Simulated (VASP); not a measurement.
Input of a VASP 6.6.1 run:

INCAR

```
SYSTEM = MgO
PREC = Accurate
ENCUT = 520
EDIFF = 1E-6
ISMEAR = 0
SIGMA = 0.05
LREAL = .False.
LASPH = .True.
NELM = 60
ALGO = Normal
ISIF = 2
LWAVE = .False.
LCHARG = .False.
LDIPOL = .True.
IDIPOL = 3
DIPOL = 0.5 0.5 0.500
GGA = PS
IBRION = 2
NSW = 90
EDIFFG = -0.015
```

Contents of KPOINTS:

```
regular mesh
0
Gamma
  8 8 1
  0 0 0
```

File POSCAR:

```
MgO
1.0
    2.9804294380      0.0000000000      0.0000000000
    0.0000000000      2.9804294380      0.0000000000
    0.0000000000      0.0000000000     24.4299274670
Mg O
5 5
Direct
    0.5000000000      0.5000000000      0.3274672023
    1.0000000000      0.0000000000      0.4137336012
    0.5000000000      0.5000000000      0.5000000000
    1.0000000000      0.0000000000      0.5862663988
    0.5000000000      0.5000000000      0.6725327977
    1.0000000000      0.0000000000      0.3274672023
    0.5000000000      0.5000000000      0.4137336012
    1.0000000000      0.0000000000      0.5000000000
    0.5000000000      0.5000000000      0.5862663988
    1.0000000000      0.0000000000      0.6725327977
```

Potentials or basis: VASP PAW PBE potentials, release 64 (Mg, O).

The run is started by

```sh
$ cat potpaw_PBE.64/Mg/POTCAR potpaw_PBE.64/O/POTCAR > POTCAR
$ mpirun -np 1 vasp_std > vasp.out
```

Question: Predict the energy gained by relaxing.

Answer: 2.2 meV/atom.

Question: Predict the band gap on the k mesh.

Answer: 3.68 eV.

Final structure:
```cif
data_structure
_symmetry_space_group_name_H-M 'P 1'
_symmetry_Int_Tables_number 1
_cell_length_a 2.9804
_cell_length_b 2.9804
_cell_length_c 24.4299
_cell_angle_alpha 90.000
_cell_angle_beta 90.000
_cell_angle_gamma 90.000
_cell_volume 217.01
loop_
_atom_site_label
_atom_site_type_symbol
_atom_site_fract_x
_atom_site_fract_y
_atom_site_fract_z
_atom_site_occupancy
Mg1 Mg 0.50000 0.50000 0.32847 1
Mg2 Mg 0.00000 0.00000 0.41359 1
Mg3 Mg 0.50000 0.50000 0.50000 1
Mg4 Mg 0.00000 0.00000 0.58641 1
Mg5 Mg 0.50000 0.50000 0.67153 1
O1 O 0.00000 0.00000 0.32650 1
O2 O 0.50000 0.50000 0.41391 1
O3 O 0.00000 0.00000 0.50000 1
O4 O 0.50000 0.50000 0.58609 1
O5 O 0.00000 0.00000 0.67350 1
```
